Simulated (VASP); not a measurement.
Here is a VASP 6.6.1 calculation.

File INCAR:

```
SYSTEM = WC
  PREC = Accurate
  ENCUT = 600
  EDIFF = 1E-6
  ISMEAR = -1
  SIGMA = 0.05
  LREAL = .False.
  LASPH = .True.
  NELM = 120
  ALGO = Normal
  ISIF = 2
  LWAVE = .False.
  LCHARG = .False.
  GGA = LIBXC
  LIBXC1 = GGA_X_B88
  LIBXC2 = GGA_C_PBE
  NBANDS = 16
  GGA_COMPAT = .False.
```

KPOINTS

```
Automatic mesh
0
Gamma
  10 10 9
  0 0 0
```

POSCAR

```
WC
1.0
    2.9257489053      0.0000000000      0.0000000000
   -1.4628744527      2.5337728771      0.0000000000
    0.0000000000      0.0000000000      2.8553859779
W C
1 1
Direct
    0.0000000000      0.0000000000      0.0000000000
    0.6666666667      0.3333333333      0.5000000000
```

Potentials or basis: VASP PAW PBE potentials, release 64 (W_sv, C).

Command:

```bash
$ cat potpaw_PBE.64/W_sv/POTCAR potpaw_PBE.64/C/POTCAR > POTCAR
$ mpirun -np 1 vasp_std > vasp.out
```

Task: Predict the pressure.

Result: -1.1 GPa.

Task: Predict the band gap on the k mesh.

Result: Zero (bands 9 and 10 overlap by 1.16 eV).

Stress tensor (GPa, compression positive):
```
-0.45  0.00  0.00
 0.00 -0.45  0.00
 0.00  0.00 -2.39
```

Caveat: the PAW data sets were made with another functional, which shifts forces and pressure a little; spin-orbit coupling is left out, which moves the levels of the heavy elements.
